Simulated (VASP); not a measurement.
# Ba (P-1) in VASP: single point with PBE+D4

Aim: the single point of Ba with PBE+D4.

Program: VASP 6.6.1. These are calculated values, not measurements. Logs are shortened: lines on timing, memory, paths and dates and some standing lists are left out, and cuts for length are marked.

### Step 1. The cell of the first run

The typed cell holds 1 atom: a = 4.622 Å, b = 4.489 Å, c = 4.547 Å, α = 60.70°, β = 62.17°, γ = 59.04°.

### Step 2. Single point, PBE+D4, collinear spin, ferromagnetic start

Contents of INCAR:

```
SYSTEM = Ba
  ALGO = Normal
  EDIFF = 1E-6
  ENCUT = 520
  GGA = PE
  ISIF = 2
  ISMEAR = -5
  ISPIN = 2
  IVDW = 13
  LASPH = .True.
  LCHARG = .False.
  LORBIT = 11
  LREAL = .False.
  LWAVE = .False.
  MAGMOM = 0.56
  NBANDS = 15
  NELM = 150
  PREC = Accurate
  SIGMA = 0.05
```

Contents of KPOINTS:

```
k-points
0
Gamma
  7 7 7
  0 0 0
```

Contents of POSCAR:

```
Ba
1.0
   -0.0665270000      3.2014630000      3.3327000000
    3.1210830000      0.0402870000      3.2258850000
    3.2281630000      3.2017280000     -0.0667930000
Ba
1
Direct
   -0.0013910000     -0.0140270000     -0.0008450000
```

Potentials or basis: VASP PAW PBE potentials, release 64 (Ba_sv).

Started as:

```console
cat potpaw_PBE.64/Ba_sv/POTCAR > POTCAR
mpirun -np 1 vasp_std > vasp.out
```

OUTCAR:

```text
SYSTEM = Ba
   EDIFF = 1E-6
   ENCUT = 520
   GGA = PE
   ISIF = 2
   ISMEAR = -5
   ISPIN = 2
   IVDW = 13
   LASPH = .True.
   LORBIT = 11
   LREAL = .False.
   NELM = 150
   PREC = Accurate

 ion  position               nearest neighbor table
   1  0.999  0.986  0.999-

  LATTYP: Found a triclinic cell.
 ALAT       =     4.4887766895
 B/A-ratio  =     1.0130039551
 C/A-ratio  =     1.0004015373
 COS(alpha) =     0.0086209215
 COS(beta)  =     0.4701478869
 COS(gamma) =     0.4893841743

  Lattice vectors:

 A1 = (  -3.1210830000,  -0.0402870000,  -3.2258850000)
 A2 = (  -3.2281630000,  -3.2017280000,   0.0667930000)
 A3 = (  -3.1876100000,   3.1611760000,   0.1068150000)

Analysis of symmetry for initial positions (statically):
=====================================================================
 Subroutine PRICEL returns:
 Original cell was already a primitive cell.

 Routine SETGRP: Setting up the symmetry group for a
 triclinic supercell.

 Subroutine GETGRP returns: Found  2 space group operations
 (whereof  1 operations were pure point group operations)
 out of a pool of  2 trial point group operations.

The static configuration has the point symmetry C_1 .
 The point group associated with its full space group is S_2 .

Analysis of symmetry for dynamics (positions and initial velocities):
=====================================================================
 Subroutine PRICEL returns:
 Original cell was already a primitive cell.

 Routine SETGRP: Setting up the symmetry group for a
 triclinic supercell.

 Subroutine GETGRP returns: Found  2 space group operations
 (whereof  1 operations were pure point group operations)
 out of a pool of  2 trial point group operations.

The dynamic configuration has the point symmetry C_1 .
 The point group associated with its full space group is S_2 .

Analysis of structural, dynamic, and magnetic symmetry:
=====================================================================
 Subroutine PRICEL returns:
 Original cell was already a primitive cell.

 Routine SETGRP: Setting up the symmetry group for a
 triclinic supercell.

 Subroutine GETGRP returns: Found  2 space group operations
 (whereof  1 operations were pure point group operations)
 out of a pool of  2 trial point group operations.

The overall configuration has the point symmetry C_1 .
 The point group associated with its full space group is S_2 .

 Subroutine INISYM returns: Found  2 space group operations
 (whereof  1 operations are pure point group operations),
 and found     1 'primitive' translations

----------------------------------------------------------------------------------------

                                     Primitive cell

  volume of cell :      67.5635

  direct lattice vectors                    reciprocal lattice vectors
    -0.066527000  3.201463000  3.332700000    -0.152909473  0.157217301  0.145978342
     3.121083000  0.040287000  3.225885000     0.161096395 -0.159169630  0.156117545
     3.228163000  3.201728000 -0.066793000     0.150869758  0.157129867 -0.147930670

  length of vectors
     4.621761620  4.488776690  4.547148540     0.263454480  0.275063098  0.263315328

  position of ions in fractional coordinates (direct lattice)
     0.998609000  0.985973000  0.999155000

  ion indices of the primitive-cell ions
   primitive index   ion index
                 1           1

----------------------------------------------------------------------------------------

 KPOINTS: k-points

Automatic generation of k-mesh.
 Grid dimensions read from file:
 generate k-points for:    7    7    7

 Generating k-lattice:

  Cartesian coordinates                     Fractional coordinates (reciprocal lattice)
    -0.021844210  0.022459614  0.020854049     0.142857143  0.000000000  0.000000000
     0.023013771 -0.022738519  0.022302506     0.000000000  0.142857143  0.000000000
     0.021552823  0.022447124 -0.021132953     0.000000000  0.000000000  0.142857143

  Length of vectors
     0.037636354  0.039294728  0.037616475

  Shift w.r.t. Gamma in fractional coordinates (k-lattice)
     0.000000000  0.000000000  0.000000000

 TETIRR: Found   1026 inequivalent tetrahedra from     2058

 Subroutine IBZKPT returns following result:
 ===========================================

 Found    172 irreducible k-points:

 Following reciprocal coordinates:
            Coordinates               Weight
  0.000000  0.000000  0.000000      1.000000
  0.142857  0.000000  0.000000      2.000000
  0.285714 -0.000000 -0.000000      2.000000
  0.428571  0.000000  0.000000      2.000000
 -0.000000  0.142857  0.000000      2.000000
  0.142857  0.142857 -0.000000      2.000000
[... 16 lines left out ...]
 -0.428571  0.428571 -0.000000      2.000000
 -0.285714  0.428571  0.000000      2.000000
 [... further k-points ...]
   k-points           NKPTS =    172   k-points in BZ     NKDIM =    172   number of bands    NBANDS=     15
   number of dos      NEDOS =    301   number of ions     NIONS =      1
   total plane-waves  NPLWV =  46656
   dimension x,y,z NGX =    36 NGY =   36 NGZ =   36
   dimension x,y,z NGXF=    72 NGYF=   72 NGZF=   72
   ions per type =               1
   NGX,Y,Z   is equivalent  to a cutoff of  12.95, 13.33, 13.16 a.u.
   NGXF,Y,Z  is equivalent  to a cutoff of  25.90, 26.67, 26.32 a.u.
 SYSTEM =  Ba
   PREC   = accura    normal or accurate (medium, high low for compatibility)
   ISTART =      0    job   : 0-new  1-cont  2-samecut
   ICHARG =      2    charge: 1-file 2-atom 10-const
   ISPIN  =      2    spin polarized calculation?
   LNONCOLLINEAR =      F non collinear calculations
   LSORBIT =      F    spin-orbit coupling
   LASPH  =      T    aspherical Exc in radial PAW
   ENCUT  =  520.0 eV  38.22 Ry    6.18 a.u.   8.59  8.35  8.45*2*pi/ulx,y,z
   NELM   =    150;   NELMIN=  2; NELMDL= -5     # of ELM steps
   EDIFF  = 0.1E-05   stopping-criterion for ELM
   LREAL  =      F    real-space projection
   EDIFFG = 0.1E-04   stopping-criterion for IOM
   NSW    =      0    number of steps for IOM
   IBRION =     -1    ionic relax: 0-MD 1-quasi-New 2-CG
   NFREE  =      0    steps in history (QN), initial steepest desc. (CG)
   ISIF   =      2    stress and relaxation
   ISYM   =      2    0-nonsym 1-usesym 2-fastsym
   POTIM  = 0.5000    time-step for ionic-motion
   TEBEG  =    0.0;   TEEND  =   0.0 temperature during run
   PSTRESS=    0.0 pullay stress
   NELECT =      10.0000    total number of electrons
   NUPDOWN=      -1.0000    fix difference up-down
   EMIN   =  10.00;   EMAX   =-10.00  energy-range for DOS
   EFERMI =   0.00;   METHOD = LEGACY
   ISMEAR =    -5;   SIGMA  =   0.05  broadening in eV -4-tet -1-fermi 0-gaus
   EFERMI_NEDOS =   21; number of points for ismear=-14 and -15
   IALGO  =     38    algorithm
   IMIX   =      4    mixing-type and parameters
     AMIX     =   0.40;   BMIX     =  1.00
     AMIX_MAG =   1.60;   BMIX_MAG =  1.00
  volume/ion in A,a.u.               =      67.56       455.94
  Fermi-wavevector in a.u.,A,eV,Ry     =   0.865973  1.636451 10.203125  0.749909
  Thomas-Fermi vector in A             =   1.984294
   LORBIT       =     11    0 simple, 1 ext, 2 COOP (PROOUT), +10 PAW based schemes
   GGA     = PE    functional components
   LHFCALC =     F    Hartree Fock is set to
   AEXX    =    0.0000 exact exchange contribution
   IVDW    =    13    specifies the selected vdW correction
   LEPSILON=     F    determine dielectric tensor
   LRPA    =     F    only Hartree local field effects (RPA)
 spin polarized calculation
 Fermi weights with tetrahedron method with Bloechl corrections
  energy-cutoff  :      520.00
  volume of cell :       67.56
 maximum number of plane-waves:      1841
   NGX = 17   NGY = 17   NGZ = 17

 number of electron      10.0000000 magnetization       0.0001104

 number of electron      10.0000000 magnetization      -0.0000576

 Free energy of the ion-electron system (eV)
  ---------------------------------------------------
  ext. energy  EPLUGINS =         0.00000000
  ---------------------------------------------------
  free energy    TOTEN  =        -1.88282123 eV

  energy without entropy =       -1.88282123  energy(sigma->0) =       -1.88282123

 E-fermi :   1.4216     XC(G=0):  -7.1912

 val. band max:        1.4619043282   @ k =   0.4286  -0.2857   0.2857
 cond. band min:       1.3679725066   @ k =   0.4286   0.0000   0.4286
 fundamental gap:     -0.0939318216
 Fermi energy:         1.4215818482

 spin component 1

 k-point     1 :       0.0000    0.0000    0.0000
  band No.  band energies     occupation
      1     -27.5899      1.00000
      2     -12.5851      1.00000
      3     -12.5755      1.00000
      4     -12.5648      1.00000
      5      -1.2925      1.00000
      6       2.8946      0.00000
      7       3.1694      0.00000
      8       3.3671      0.00000
      9       4.4346      0.00000
     10       4.7592      0.00000
     11       7.2999      0.00000
     12       8.9358      0.00000
     13       9.5024      0.00000
     14       9.6993      0.00000
     15      10.9870      0.00000

 k-point     2 :       0.1429    0.0000    0.0000
  band No.  band energies     occupation
      1     -27.5849      1.00000
      2     -12.6493      1.00000
      3     -12.5844      1.00000
      4     -12.5762      1.00000
      5      -0.9810      1.00000
      6       2.6802      0.00000
      7       3.2083      0.00000
      8       3.4361      0.00000
      9       4.3728      0.00000
     10       4.5879      0.00000
     11       7.9146      0.00000
     12       8.3909      0.00000
     13      10.0324      0.00000
     14      10.2159      0.00000
     15      12.1614      0.00000
[... 365 lines left out ...]
      3     -12.7207      1.00000
      4     -12.6861      1.00000
      5       0.8831      1.00297
      6       1.5161      0.00000
      7       2.8291      0.00000
      8       4.9728      0.00000
      9       5.7914      0.00000
     10       6.0278      0.00000
     11       6.4539      0.00000
     12       7.8040      0.00000
     13       8.1145      0.00000
     14      11.1779      0.00000
     15      12.9527      0.00000

 k-point    24 :      -0.2857    0.4286    0.0000
  band No.  band energies     occupation
      1     -27.5525      1.00000
      2     -12.8922      1.00000
      3     -12.7538      1.00000
      4     -12.6618      1.00000
      5       1.2762      0.99995
      6       1.6852      0.00000
      7       2.4253      0.00000
      8       4.0056      0.00000
      9       5.5436      0.00000
     10       5.6618      0.00000
     11       6.9736      0.00000
     12       8.4068      0.00000
     13       9.1699      0.00000
     14      10.0090      0.00000
     15      12.8685      0.00000

 [... further k-points ...]

 spin component 2

 k-point     1 :       0.0000    0.0000    0.0000
  band No.  band energies     occupation
      1     -27.5901      1.00000
      2     -12.5851      1.00000
      3     -12.5754      1.00000
      4     -12.5648      1.00000
      5      -1.2927      1.00000
      6       2.8947      0.00000
      7       3.1696      0.00000
      8       3.3672      0.00000
      9       4.4346      0.00000
     10       4.7592      0.00000
     11       7.3001      0.00000
     12       8.9355      0.00000
     13       9.5022      0.00000
     14       9.6991      0.00000
     15      10.9865      0.00000

 k-point     2 :       0.1429    0.0000    0.0000
  band No.  band energies     occupation
      1     -27.5851      1.00000
      2     -12.6492      1.00000
      3     -12.5844      1.00000
      4     -12.5762      1.00000
      5      -0.9812      1.00000
      6       2.6803      0.00000
      7       3.2084      0.00000
      8       3.4362      0.00000
      9       4.3728      0.00000
     10       4.5879      0.00000
     11       7.9147      0.00000
     12       8.3907      0.00000
     13      10.0322      0.00000
     14      10.2157      0.00000
     15      12.1611      0.00000
[... 365 lines left out ...]
      3     -12.7206      1.00000
      4     -12.6860      1.00000
      5       0.8829      1.00293
      6       1.5162      0.00000
      7       2.8292      0.00000
      8       4.9728      0.00000
      9       5.7915      0.00000
     10       6.0278      0.00000
     11       6.4539      0.00000
     12       7.8041      0.00000
     13       8.1143      0.00000
     14      11.1775      0.00000
     15      12.9529      0.00000

 k-point    24 :      -0.2857    0.4286    0.0000
  band No.  band energies     occupation
      1     -27.5526      1.00000
      2     -12.8922      1.00000
      3     -12.7538      1.00000
      4     -12.6617      1.00000
      5       1.2761      0.99995
      6       1.6852      0.00000
      7       2.4254      0.00000
      8       4.0056      0.00000
      9       5.5435      0.00000
     10       5.6618      0.00000
     11       6.9735      0.00000
     12       8.4067      0.00000
     13       9.1700      0.00000
     14      10.0089      0.00000
     15      12.8686      0.00000

 [... further k-points ...]

------------------------ aborting loop because EDIFF is reached ----------------------------------------

  DFT-D4 for vdW energy calculation

  Edisp (eV):   -0.14829

  FORCE on cell =-STRESS in cart. coord.  units (eV):
  Direction    XX          YY          ZZ          XY          YZ          ZX
  --------------------------------------------------------------------------------------
  -------------------------------------------------------------------------------------
  Total      -0.22661    -0.24744    -0.28303    -0.05451    -0.04606     0.21244
  in kB      -5.37371    -5.86775    -6.71177    -1.29274    -1.09225     5.03785
  external pressure =       -5.98 kB  Pullay stress =        0.00 kB

 VOLUME and BASIS-vectors are now :
 -----------------------------------------------------------------------------
  energy-cutoff  :      520.00
  volume of cell :       67.56
      direct lattice vectors                 reciprocal lattice vectors
    -0.066527000  3.201463000  3.332700000    -0.152909473  0.157217301  0.145978342
     3.121083000  0.040287000  3.225885000     0.161096395 -0.159169630  0.156117545
     3.228163000  3.201728000 -0.066793000     0.150869758  0.157129867 -0.147930670

 POSITION                                       TOTAL-FORCE (eV/Angst)
 -----------------------------------------------------------------------------------
      6.23630      6.43575      6.44196         0.000000     -0.000000     -0.000000
 -----------------------------------------------------------------------------------
    total drift:                               -0.000000     -0.000000     -0.000000

  FREE ENERGIE OF THE ION-ELECTRON SYSTEM (eV)
  ---------------------------------------------------
  free  energy   TOTEN  =        -2.0311083840 eV

  energy  without entropy=       -2.0311083840  energy(sigma->0) =       -2.03110838

 total charge

# of ion       s       p       d       tot
------------------------------------------
    1        2.069   5.556   0.245   7.870

 magnetization (x)

# of ion       s       p       d       tot
------------------------------------------
    1       -0.000  -0.000   0.000   0.000
```

Run time: 1.9 min. Hardware: 1 thread of Intel Xeon 6975P-C (Granite Rapids), shared host; peak memory 0.42 GiB.

What came out:

| Item | Value |
| --- | --- |
| Free energy | -2.0311 eV |
| Pressure | -0.6 GPa |
| Band gap on the k mesh | zero (filled and empty bands overlap) |
| Net moment | 0.00 μB per cell |
| Valence electrons inside the program's atomic spheres | Ba 7.87 |
| Dispersion energy per atom | -0.148 eV |

Stress tensor (GPa, compression positive):
```
-0.54 -0.13  0.50
-0.13 -0.59 -0.11
 0.50 -0.11 -0.67
```

Caveat: spin-orbit coupling is left out, which moves the levels of the heavy elements; pairwise dispersion overbinds metals, which lowers pressure and volume; tetrahedron occupations give inexact forces and stress in metals.
